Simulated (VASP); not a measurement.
# InO3 (ReO3 type) (Pm-3m) in VASP: a series of runs

InO3 (ReO3 type) is run at these levels: PBE; tasks: single point.

Everything below comes from runs of VASP 6.6.1. Logs are shortened: lines on timing, memory, paths and dates and some standing lists are left out, and cuts for length are marked.

### 1 The cell of the first run

It takes space group Pm-3m (No. 221, cubic). The conventional cell has a = 4.184 Å, b = 4.184 Å, c = 4.184 Å, α = 90.00°, β = 90.00°, γ = 90.00°. Within 2.8 Å of In (site symmetry m-3m) lie 6 O at 2.09 Å. Within 2.8 Å of O (site symmetry 4/mmm) lie 2 In at 2.09 Å.

### 2 Single point, PBE

The input, INCAR:

```
PREC = Accurate ; ENCUT = 520
EDIFF = 1E-7 ; ISMEAR = -1
SIGMA = 0.06122561905347299 ; LREAL = F
LASPH = T ; NELM = 80
ALGO = Normal ; ISIF = 2
LWAVE = F ; LCHARG = F
GGA = PE ; NBANDS = 24
```

The input, KPOINTS:

```
regular mesh
0
Gamma
  9 9 9
```

The input, POSCAR:

```
InO3
1.0
    4.1842631586      0.0000000000      0.0000000000
    0.0000000000      4.1842631586      0.0000000000
    0.0000000000      0.0000000000      4.1842631586
In O
1 3
Direct
    0.0000000000      0.0000000000      0.0000000000
    0.5000000000      0.0000000000      0.0000000000
    0.0000000000      0.5000000000      0.0000000000
    0.0000000000      0.0000000000      0.5000000000
```

Potentials or basis: VASP PAW PBE potentials, release 64 (In_d, O).

The run is started by

```bash
$ cat potpaw_PBE.64/In_d/POTCAR potpaw_PBE.64/O/POTCAR > POTCAR
$ mpirun -np 1 vasp_std > vasp.out
```

OUTCAR:

```text
PREC = Accurate
   ENCUT = 520
   EDIFF = 1E-7
   ISMEAR = -1
   LREAL = F
   LASPH = T
   NELM = 80
   ISIF = 2
   GGA = PE

 ion  position               nearest neighbor table
   1  0.000  0.000  0.000-   2 2.09   3 2.09   4 2.09   4 2.09   3 2.09   2 2.09
   2  0.500  0.000  0.000-   1 2.09   1 2.09
   3  0.000  0.500  0.000-   1 2.09   1 2.09
   4  0.000  0.000  0.500-   1 2.09   1 2.09

  LATTYP: Found a simple cubic cell.
 ALAT       =     4.1842631586

  Lattice vectors:

 A1 = (   4.1842631586,   0.0000000000,   0.0000000000)
 A2 = (   0.0000000000,   4.1842631586,   0.0000000000)
 A3 = (   0.0000000000,   0.0000000000,   4.1842631586)

Analysis of symmetry for initial positions (statically):
=====================================================================
 Subroutine PRICEL returns:
 Original cell was already a primitive cell.

 Routine SETGRP: Setting up the symmetry group for a
 simple cubic supercell.

 Subroutine GETGRP returns: Found 48 space group operations
 (whereof 48 operations were pure point group operations)
 out of a pool of 48 trial point group operations.

The static configuration has the point symmetry O_h .

Analysis of symmetry for dynamics (positions and initial velocities):
=====================================================================
 Subroutine PRICEL returns:
 Original cell was already a primitive cell.

 Routine SETGRP: Setting up the symmetry group for a
 simple cubic supercell.

 Subroutine GETGRP returns: Found 48 space group operations
 (whereof 48 operations were pure point group operations)
 out of a pool of 48 trial point group operations.

The dynamic configuration has the point symmetry O_h .

 Subroutine INISYM returns: Found 48 space group operations
 (whereof 48 operations are pure point group operations),
 and found     1 'primitive' translations

----------------------------------------------------------------------------------------

                                     Primitive cell

  volume of cell :      73.2583

  direct lattice vectors                    reciprocal lattice vectors
     4.184263159  0.000000000  0.000000000     0.238990704  0.000000000  0.000000000
     0.000000000  4.184263159  0.000000000     0.000000000  0.238990704  0.000000000
     0.000000000  0.000000000  4.184263159     0.000000000  0.000000000  0.238990704

  length of vectors
     4.184263159  4.184263159  4.184263159     0.238990704  0.238990704  0.238990704

  position of ions in fractional coordinates (direct lattice)
     0.000000000  0.000000000  0.000000000
     0.500000000  0.000000000  0.000000000
     0.000000000  0.500000000  0.000000000
     0.000000000  0.000000000  0.500000000

  ion indices of the primitive-cell ions
   primitive index   ion index
                 1           1
                 2           2
                 3           3
                 4           4

----------------------------------------------------------------------------------------

 KPOINTS: regular mesh

Automatic generation of k-mesh.
 Grid dimensions read from file:
 generate k-points for:    9    9    9

 Generating k-lattice:

  Cartesian coordinates                     Fractional coordinates (reciprocal lattice)
     0.026554523  0.000000000  0.000000000     0.111111111  0.000000000  0.000000000
     0.000000000  0.026554523  0.000000000     0.000000000  0.111111111  0.000000000
     0.000000000  0.000000000  0.026554523     0.000000000  0.000000000  0.111111111

  Length of vectors
     0.026554523  0.026554523  0.026554523

  Shift w.r.t. Gamma in fractional coordinates (k-lattice)
     0.000000000  0.000000000  0.000000000

 Subroutine IBZKPT returns following result:
 ===========================================

 Found     35 irreducible k-points:

 Following reciprocal coordinates:
            Coordinates               Weight
  0.000000  0.000000  0.000000      1.000000
  0.111111  0.000000  0.000000      6.000000
  0.222222  0.000000  0.000000      6.000000
  0.333333  0.000000  0.000000      6.000000
  0.444444  0.000000  0.000000      6.000000
  0.111111  0.111111  0.000000     12.000000
[... 16 lines left out ...]
  0.333333  0.333333  0.111111     24.000000
  0.444444  0.333333  0.111111     48.000000
 [... further k-points ...]
   k-points           NKPTS =     35   k-points in BZ     NKDIM =     35   number of bands    NBANDS=     24
   number of dos      NEDOS =    301   number of ions     NIONS =      4
   total plane-waves  NPLWV =  32768
   dimension x,y,z NGX =    32 NGY =   32 NGZ =   32
   dimension x,y,z NGXF=    64 NGYF=   64 NGZF=   64
   ions per type =               1   3
   NGX,Y,Z   is equivalent  to a cutoff of  12.71, 12.71, 12.71 a.u.
   NGXF,Y,Z  is equivalent  to a cutoff of  25.43, 25.43, 25.43 a.u.
 SYSTEM =  unknown system
   PREC   = accura    normal or accurate (medium, high low for compatibility)
   ISTART =      0    job   : 0-new  1-cont  2-samecut
   ICHARG =      2    charge: 1-file 2-atom 10-const
   ISPIN  =      1    spin polarized calculation?
   LNONCOLLINEAR =      F non collinear calculations
   LSORBIT =      F    spin-orbit coupling
   LASPH  =      T    aspherical Exc in radial PAW
   ENCUT  =  520.0 eV  38.22 Ry    6.18 a.u.   7.78  7.78  7.78*2*pi/ulx,y,z
   NELM   =     80;   NELMIN=  2; NELMDL= -5     # of ELM steps
   EDIFF  = 0.1E-06   stopping-criterion for ELM
   LREAL  =      F    real-space projection
   EDIFFG = 0.1E-05   stopping-criterion for IOM
   NSW    =      0    number of steps for IOM
   IBRION =     -1    ionic relax: 0-MD 1-quasi-New 2-CG
   NFREE  =      0    steps in history (QN), initial steepest desc. (CG)
   ISIF   =      2    stress and relaxation
   ISYM   =      2    0-nonsym 1-usesym 2-fastsym
   POTIM  = 0.5000    time-step for ionic-motion
   TEBEG  =    0.0;   TEEND  =   0.0 temperature during run
   PSTRESS=    0.0 pullay stress
   NELECT =      31.0000    total number of electrons
   NUPDOWN=      -1.0000    fix difference up-down
   EMIN   =  10.00;   EMAX   =-10.00  energy-range for DOS
   EFERMI =   0.00;   METHOD = LEGACY
   ISMEAR =    -1;   SIGMA  =   0.06  broadening in eV -4-tet -1-fermi 0-gaus
   EFERMI_NEDOS =   21; number of points for ismear=-14 and -15
   IALGO  =     38    algorithm
   IMIX   =      4    mixing-type and parameters
     AMIX     =   0.40;   BMIX     =  1.00
     AMIX_MAG =   1.60;   BMIX_MAG =  1.00
  volume/ion in A,a.u.               =      18.31       123.59
  Fermi-wavevector in a.u.,A,eV,Ry     =   1.229069  2.322604 20.553118  1.510612
  Thomas-Fermi vector in A             =   2.363971
   LORBIT       =      0    0 simple, 1 ext, 2 COOP (PROOUT), +10 PAW based schemes
   GGA     = PE    functional components
   LHFCALC =     F    Hartree Fock is set to
   AEXX    =    0.0000 exact exchange contribution
   IVDW    =     0    specifies the selected vdW correction
   LEPSILON=     F    determine dielectric tensor
   LRPA    =     F    only Hartree local field effects (RPA)
 non-spin polarized calculation
  energy-cutoff  :      520.00
  volume of cell :       73.26
 maximum number of plane-waves:      1997
 NGX is ok and might be reduce to    32
   NGX = 15   NGY = 15   NGZ = 15

 number of electron      31.0000007 magnetization

 Free energy of the ion-electron system (eV)
  ---------------------------------------------------
  ext. energy  EPLUGINS =         0.00000000
  ---------------------------------------------------
  free energy    TOTEN  =       -16.21606592 eV

  energy without entropy =      -16.10945996  energy(sigma->0) =      -16.16276294

 E-fermi :  -1.1665     XC(G=0):  -8.2267

 val. band max:       -1.1718992674   @ k =   0.3333   0.3333   0.1111
 cond. band min:      -1.1652205251   @ k =   0.4444   0.2222   0.2222
 fundamental gap:      0.0066787423
 Fermi energy:        -1.1665469131

 k-point     1 :       0.0000    0.0000    0.0000
  band No.  band energies     occupation
      1     -18.0013      2.00000
      2     -17.5851      2.00000
      3     -17.5851      2.00000
      4     -12.6862      2.00000
      5     -12.6862      2.00000
      6     -12.6862      2.00000
[... 16 lines left out ...]
     23      13.1190      0.00000
     24      13.1190      0.00000

 k-point     2 :       0.1111    0.0000    0.0000
  band No.  band energies     occupation
      1     -17.9717      2.00000
      2     -17.5844      2.00000
      3     -17.5527      2.00000
      4     -12.6922      2.00000
      5     -12.6922      2.00000
      6     -12.6861      2.00000
[... 16 lines left out ...]
     23      13.1936      0.00000
     24      13.8970      0.00000

 k-point     3 :       0.2222    0.0000    0.0000
  band No.  band energies     occupation
      1     -17.9115      2.00000
      2     -17.5823      2.00000
      3     -17.4440      2.00000
      4     -12.7074      2.00000
      5     -12.7074      2.00000
      6     -12.6858      2.00000
[... 16 lines left out ...]
     23      13.5675      0.00000
     24      14.4038      0.00000

 k-point     4 :       0.3333    0.0000    0.0000
  band No.  band energies     occupation
      1     -17.8661      2.00000
      2     -17.5799      2.00000
      3     -17.2718      2.00000
      4     -12.7244      2.00000
      5     -12.7244      2.00000
      6     -12.6855      2.00000
[... 16 lines left out ...]
     23      14.0506      0.00000
     24      14.0525      0.00000

 k-point     5 :       0.4444    0.0000    0.0000
  band No.  band energies     occupation
      1     -17.8458      2.00000
      2     -17.5783      2.00000
      3     -17.1303      2.00000
      4     -12.8995      2.00000
      5     -12.7354      2.00000
      6     -12.7354      2.00000
[... 451 lines left out ...]
 k-point    22 :       0.4444    0.2222    0.1111
  band No.  band energies     occupation
      1     -17.6925      2.00000
      2     -17.4397      2.00000
      3     -17.1222      2.00000
      4     -13.0002      2.00000
      5     -12.7589      2.00000
      6     -12.7416      2.00000
[... 16 lines left out ...]
     23      12.9240      0.00000
     24      13.3427      0.00000

 k-point    23 :       0.3333    0.3333    0.1111
  band No.  band energies     occupation
      1     -17.6675      2.00000
      2     -17.2890      2.00000
      3     -17.2406      2.00000
      4     -12.9187      2.00000
      5     -12.7659      2.00000
      6     -12.7301      2.00000
[... 16 lines left out ...]
     23      12.9414      0.00000
     24      13.7537      0.00000

 k-point    24 :       0.4444    0.3333    0.1111
  band No.  band energies     occupation
      1     -17.6528      2.00000
      2     -17.2630      2.00000
      3     -17.1169      2.00000
      4     -13.1443      2.00000
      5     -12.7780      2.00000
      6     -12.7411      2.00000
[... 16 lines left out ...]
     23      13.0646      0.00000
     24      13.4151      0.00000

 [... further k-points ...]

------------------------ aborting loop because EDIFF is reached ----------------------------------------

  FORCE on cell =-STRESS in cart. coord.  units (eV):
  Direction    XX          YY          ZZ          XY          YZ          ZX
  --------------------------------------------------------------------------------------
  -------------------------------------------------------------------------------------
  Total        0.7241432      0.7241432      0.7241432     -0.0000000      0.0000000     -0.0000000
  in kB       15.8371884     15.8371884     15.8371884     -0.0000000      0.0000000     -0.0000000
  external PRESSURE =      15.8371884 kB  Pullay stress =       0.0000000 kB

 VOLUME and BASIS-vectors are now :
 -----------------------------------------------------------------------------
  energy-cutoff  :      520.00
  volume of cell :       73.26
      direct lattice vectors                 reciprocal lattice vectors
     4.184263159  0.000000000  0.000000000     0.238990704  0.000000000  0.000000000
     0.000000000  4.184263159  0.000000000     0.000000000  0.238990704  0.000000000
     0.000000000  0.000000000  4.184263159     0.000000000  0.000000000  0.238990704

 POSITION                                       TOTAL-FORCE (eV/Angst)
 -----------------------------------------------------------------------------------
      0.00000      0.00000      0.00000         0.000000      0.000000      0.000000
      2.09213      0.00000      0.00000         0.000000      0.000000      0.000000
      0.00000      2.09213      0.00000         0.000000      0.000000      0.000000
      0.00000      0.00000      2.09213         0.000000      0.000000      0.000000
 -----------------------------------------------------------------------------------
    total drift:                               -0.000000      0.000000     -0.000000

  FREE ENERGIE OF THE ION-ELECTRON SYSTEM (eV)
  ---------------------------------------------------
  free  energy   TOTEN  =       -16.2160659215 eV

  energy  without entropy=      -16.1094599587  energy(sigma->0) =      -16.16276294
```

It took 55 s on 1 thread of Intel Xeon 8259CL, shared host; peak memory 0.2 GiB.

Results:

```yaml
Free_energy: -16.2161 eV
Pressure: 1.6 GPa
Band_gap_on_the_k_mesh: zero (an odd number of electrons rules out a gap without spin polarisation)
```

Caveat: spin-orbit coupling is left out, which moves the levels of the heavy elements; an odd number of electrons without spin polarisation forces a metal; a magnetic or distorted state may lie lower.

### 3 Single point, PBE

The input, INCAR:

```
SYSTEM = InO3
PREC = Accurate
ENCUT = 520
EDIFF = 1E-6
ISMEAR = -1
SIGMA = 0.06122561905347299
LREAL = .False.
LASPH = .True.
NELM = 80
ALGO = Normal
ISIF = 2
LWAVE = .False.
LCHARG = .False.
GGA = PE
NBANDS = 24
```

The input, KPOINTS:

```
Automatic mesh
0
Gamma
  9 9 9
  0 0 0
```

POSCAR is that of step 2.

Potentials or basis: VASP PAW PBE potentials, release 64 (In_d, O).

The run is started by

```bash
$ cat potpaw_PBE.64/In_d/POTCAR potpaw_PBE.64/O/POTCAR > POTCAR
$ mpirun -np 1 vasp_std > vasp.out
```

It took 54 s on 1 thread of Intel Xeon 8259CL, shared host; peak memory 0.2 GiB.

It converged, with:

```
Free energy            : -16.2161 eV
Pressure               : 1.6 GPa
Band gap on the k mesh : zero (an odd number of electrons rules out a gap without spin polarisation)
```

Levels at points of the mesh, in eV from the Fermi level:
```tsv
k point	band 12	band 13	band 14	band 15	band 16	band 17	band 18	band 19	band 20	band 21
(0.00, 0.00, 0.00)	-0.27	-0.27	-0.27	-0.25	-0.25	-0.25	4.05	8.68	14.22	14.22
```

Caveat: spin-orbit coupling is left out, which moves the levels of the heavy elements; an odd number of electrons without spin polarisation forces a metal; a magnetic or distorted state may lie lower.

### 4 Single point, PBE

This run uses another cell than the first one, of 18.69 Å³/atom.

The input, INCAR:

```
SYSTEM = InO3
PREC = Accurate ; ENCUT = 520
EDIFF = 1E-7 ; ISMEAR = -1
SIGMA = 0.06122561905347299 ; LREAL = .FALSE.
LASPH = .TRUE. ; NELM = 60
ALGO = Normal ; ISIF = 2
LWAVE = .FALSE. ; LCHARG = .FALSE.
GGA = PE ; NBANDS = 24
```

The input, KPOINTS:

```
regular mesh
0
G
  9 9 9
  0 0 0
```

The input, POSCAR:

```
InO3
1.0
    4.2125360646      0.0000000000      0.0000000000
    0.0000000000      4.2125360646      0.0000000000
    0.0000000000      0.0000000000      4.2125360646
In O
1 3
Direct
    0.0000000000      0.0000000000      0.0000000000
    0.5000000000      0.0000000000      0.0000000000
    0.0000000000      0.5000000000      0.0000000000
    0.0000000000      0.0000000000      0.5000000000
```

The run is started by

```bash
$ cat potpaw_PBE.64/In_d/POTCAR potpaw_PBE.64/O/POTCAR > POTCAR
$ mpirun -np 1 vasp_std > vasp.out
```

It took 56 s on 1 thread of Intel Xeon 8259CL, shared host; peak memory 0.2 GiB.

It converged, with:

* Free energy: -16.2259 eV
* Pressure: 0.2 GPa
* Band gap on the k mesh: zero (an odd number of electrons rules out a gap without spin polarisation)

Levels at points of the mesh, in eV from the Fermi level:
```csv
k point,band 14,band 15,band 16,band 17,band 18,band 19
"(0.00, 0.00, 0.00)",-0.26,-0.24,-0.24,-0.24,3.86,8.64
```

Caveat: spin-orbit coupling is left out, which moves the levels of the heavy elements; an odd number of electrons without spin polarisation forces a metal; a magnetic or distorted state may lie lower.
